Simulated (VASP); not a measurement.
# Cr (P6_3/mmc) in VASP: a series of runs, part 2 of 2

VASP 6.6.1. Earlier steps stand in the parts before.

## Step 4: Single point, PBE, collinear spin, ferromagnetic start (volume scaled by 1.04)

INCAR

```
PREC = Accurate
ENCUT = 520
EDIFF = 1E-7
ISMEAR = -1
SIGMA = 0.05
LREAL = F
LASPH = T
NELM = 150
ALGO = Normal
ISIF = 2
LWAVE = F
LCHARG = F
ISPIN = 2
MAGMOM = 1.5 1.5 1.5 1.5
LORBIT = 11
LMAXMIX = 4
GGA = PE
NBANDS = 36
```

KPOINTS

```
regular mesh
0
Gamma
  16 16 4
```

POSCAR

```
Cr
1.0
    2.5301091026      0.0000000000      0.0000000000
   -1.2650545513      2.1911387572      0.0000000000
    0.0000000000      0.0000000000      8.9286977071
Cr
4
Direct
    1.0000000000      1.0000000000      0.0000000000
    1.0000000000      1.0000000000      0.5000000000
    0.3333333333      0.6666666667      0.2500000000
    0.6666666667      0.3333333333      0.7500000000
```

Potentials or basis: VASP PAW PBE potentials, release 64 (Cr_pv).

Started as:

```console
$ cat potpaw_PBE.64/Cr_pv/POTCAR > POTCAR
$ mpirun -np 1 vasp_std > vasp.out
```

OUTCAR:

```text
PREC = Accurate
   ENCUT = 520
   EDIFF = 1E-7
   ISMEAR = -1
   LREAL = F
   LASPH = T
   NELM = 150
   ISIF = 2
   ISPIN = 2
   LORBIT = 11
   GGA = PE

 ion  position               nearest neighbor table
   1  0.000  0.000  0.000-   3 2.67   4 2.67   4 2.67   3 2.67   4 2.67   3 2.67
   2  0.000  0.000  0.500-   3 2.67   4 2.67   4 2.67   3 2.67   4 2.67   3 2.67
   3  0.333  0.667  0.250-   1 2.67   2 2.67   1 2.67   2 2.67   1 2.67   2 2.67
   4  0.667  0.333  0.750-   1 2.67   2 2.67   1 2.67   2 2.67   1 2.67   2 2.67

  LATTYP: Found a hexagonal cell.
 ALAT       =     2.5301091026
 C/A-ratio  =     3.5289773464

  Lattice vectors:

 A1 = (   2.5301091026,   0.0000000000,   0.0000000000)
 A2 = (  -1.2650545513,   2.1911387572,   0.0000000000)
 A3 = (   0.0000000000,   0.0000000000,   8.9286977071)

Analysis of symmetry for initial positions (statically):
=====================================================================
 Subroutine PRICEL returns:
 Original cell was already a primitive cell.

 Routine SETGRP: Setting up the symmetry group for a
 hexagonal supercell.

 Subroutine GETGRP returns: Found 24 space group operations
 (whereof 12 operations were pure point group operations)
 out of a pool of 24 trial point group operations.

The static configuration has the point symmetry D_3d.
 The point group associated with its full space group is D_6h.

Analysis of symmetry for dynamics (positions and initial velocities):
=====================================================================
 Subroutine PRICEL returns:
 Original cell was already a primitive cell.

 Routine SETGRP: Setting up the symmetry group for a
 hexagonal supercell.

 Subroutine GETGRP returns: Found 24 space group operations
 (whereof 12 operations were pure point group operations)
 out of a pool of 24 trial point group operations.

The dynamic configuration has the point symmetry D_3d.
 The point group associated with its full space group is D_6h.

Analysis of structural, dynamic, and magnetic symmetry:
=====================================================================
 Subroutine PRICEL returns:
 Original cell was already a primitive cell.

 Routine SETGRP: Setting up the symmetry group for a
 hexagonal supercell.

 Subroutine GETGRP returns: Found 24 space group operations
 (whereof 12 operations were pure point group operations)
 out of a pool of 24 trial point group operations.

The overall configuration has the point symmetry D_3d.
 The point group associated with its full space group is D_6h.

 Subroutine INISYM returns: Found 24 space group operations
 (whereof 12 operations are pure point group operations),
 and found     1 'primitive' translations

----------------------------------------------------------------------------------------

                                     Primitive cell

  volume of cell :      49.4991

  direct lattice vectors                    reciprocal lattice vectors
     2.530109103  0.000000000  0.000000000     0.395239873  0.228191847  0.000000000
    -1.265054551  2.191138757  0.000000000     0.000000000  0.456383694  0.000000000
     0.000000000  0.000000000  8.928697707     0.000000000  0.000000000  0.111998416

  length of vectors
     2.530109103  2.530109103  8.928697707     0.456383694  0.456383694  0.111998416

[... 85 lines left out ...]
   LREAL  =      F    real-space projection
   EDIFFG = 0.1E-05   stopping-criterion for IOM
   NSW    =      0    number of steps for IOM
   IBRION =     -1    ionic relax: 0-MD 1-quasi-New 2-CG
   NFREE  =      0    steps in history (QN), initial steepest desc. (CG)
   ISIF   =      2    stress and relaxation
   ISYM   =      2    0-nonsym 1-usesym 2-fastsym
   POTIM  = 0.5000    time-step for ionic-motion
   TEBEG  =    0.0;   TEEND  =   0.0 temperature during run
   PSTRESS=    0.0 pullay stress
   NELECT =      48.0000    total number of electrons
   NUPDOWN=      -1.0000    fix difference up-down
   EMIN   =  10.00;   EMAX   =-10.00  energy-range for DOS
   EFERMI =   0.00;   METHOD = LEGACY
   ISMEAR =    -1;   SIGMA  =   0.05  broadening in eV -4-tet -1-fermi 0-gaus
   EFERMI_NEDOS =   21; number of points for ismear=-14 and -15
   IALGO  =     38    algorithm
   IMIX   =      4    mixing-type and parameters
     AMIX     =   0.40;   BMIX     =  1.00
     AMIX_MAG =   1.60;   BMIX_MAG =  1.00
  volume/ion in A,a.u.               =      12.37        83.51
  Fermi-wavevector in a.u.,A,eV,Ry     =   1.620402  3.062116 35.724863  2.625703
  Thomas-Fermi vector in A             =   2.714347
   LORBIT       =     11    0 simple, 1 ext, 2 COOP (PROOUT), +10 PAW based schemes
   GGA     = PE    functional components
   LHFCALC =     F    Hartree Fock is set to
   AEXX    =    0.0000 exact exchange contribution
   IVDW    =     0    specifies the selected vdW correction
   LEPSILON=     F    determine dielectric tensor
   LRPA    =     F    only Hartree local field effects (RPA)
 spin polarized calculation
  energy-cutoff  :      520.00
  volume of cell :       49.50
 maximum number of plane-waves:      1354
 NGX is ok and might be reduce to    20
   NGX =  9   NGY =  9   NGZ = 33

 number of electron      47.9999987 magnetization      -0.0004731

 number of electron      47.9999987 magnetization       0.0000562

 Free energy of the ion-electron system (eV)
  ---------------------------------------------------
  ext. energy  EPLUGINS =         0.00000000
  ---------------------------------------------------
  free energy    TOTEN  =       -36.46401904 eV

  energy without entropy =      -36.40847978  energy(sigma->0) =      -36.43624941

 E-fermi :   9.8556     XC(G=0): -13.2592

 val. band max:        9.8548648026   @ k =   0.1875   0.1875   0.2500
 cond. band min:       9.8594139892   @ k =   0.1250  -0.0000   0.2500
 fundamental gap:      0.0045491867
 Fermi energy:         9.8556480347

 spin component 1

 k-point     1 :       0.0000    0.0000    0.0000
  band No.  band energies     occupation
      1     -33.3721      1.00000
      2     -33.0776      1.00000
      3     -33.0698      1.00000
      4     -32.7660      1.00000
      5     -32.6492      1.00000
      6     -32.6492      1.00000
[... 925 lines left out ...]
     35      13.6432      0.00000
     36      17.2593      0.00000

 [... further k-points ...]

 spin component 2

 k-point     1 :       0.0000    0.0000    0.0000
  band No.  band energies     occupation
      1     -33.3721      1.00000
      2     -33.0776      1.00000
      3     -33.0698      1.00000
      4     -32.7660      1.00000
      5     -32.6492      1.00000
      6     -32.6492      1.00000
[... 925 lines left out ...]
     35      13.6432      0.00000
     36      17.2615      0.00000

 [... further k-points ...]

------------------------ aborting loop because EDIFF is reached ----------------------------------------

  FORCE on cell =-STRESS in cart. coord.  units (eV):
  Direction    XX          YY          ZZ          XY          YZ          ZX
  --------------------------------------------------------------------------------------
  -------------------------------------------------------------------------------------
  Total       -2.8177151     -2.8177151     -2.6385166      0.0000000      0.0000000     -0.0000000
  in kB      -91.2032717    -91.2032717    -85.4030063      0.0000000      0.0000000     -0.0000000
  external PRESSURE =     -89.2698499 kB  Pullay stress =       0.0000000 kB

 VOLUME and BASIS-vectors are now :
 -----------------------------------------------------------------------------
  energy-cutoff  :      520.00
  volume of cell :       49.50
      direct lattice vectors                 reciprocal lattice vectors
     2.530109103  0.000000000  0.000000000     0.395239873  0.228191847  0.000000000
    -1.265054551  2.191138757  0.000000000     0.000000000  0.456383694  0.000000000
     0.000000000  0.000000000  8.928697707     0.000000000  0.000000000  0.111998416

 POSITION                                       TOTAL-FORCE (eV/Angst)
 -----------------------------------------------------------------------------------
      0.00000      0.00000      0.00000        -0.000000     -0.000000     -0.000000
      0.00000      0.00000      4.46435        -0.000000     -0.000000     -0.000000
     -0.00000      1.46076      2.23217         0.000000     -0.000000      0.000000
      1.26505      0.73038      6.69652        -0.000000      0.000000     -0.000000
 -----------------------------------------------------------------------------------
    total drift:                                0.000000     -0.000000      0.000000

  FREE ENERGIE OF THE ION-ELECTRON SYSTEM (eV)
  ---------------------------------------------------
  free  energy   TOTEN  =       -36.4640190422 eV

  energy  without entropy=      -36.4084797803  energy(sigma->0) =      -36.43624941

 total charge

# of ion       s       p       d       tot
------------------------------------------
    1        0.427   6.349   4.165  10.942
    2        0.427   6.349   4.165  10.942
    3        0.428   6.351   4.159  10.938
    4        0.428   6.351   4.159  10.938
--------------------------------------------------
tot          1.710  25.401  16.649  43.761

 magnetization (x)

# of ion       s       p       d       tot
------------------------------------------
    1        0.000   0.000   0.000   0.000
    2        0.000   0.000   0.000   0.000
    3       -0.000  -0.000  -0.000  -0.000
    4       -0.000  -0.000  -0.000  -0.000
--------------------------------------------------
tot         -0.000  -0.000   0.000   0.000
```

Wall time 22 min (1 thread of AMD EPYC, shared host); peak memory 0.3 GiB.

Results:

- Free energy: -36.4640 eV
- Pressure: -8.9 GPa
- Band gap on the k mesh: zero (filled and empty bands overlap)
- Net moment: 0.00 μB per cell
- Valence electrons inside the program's atomic spheres: Cr 10.94

Stress tensor (GPa, compression positive):
```
-9.12  0.00  0.00
 0.00 -9.12  0.00
 0.00  0.00 -8.54
```

Caveat: the starting moments collapsed, and a magnetic state may lie lower.
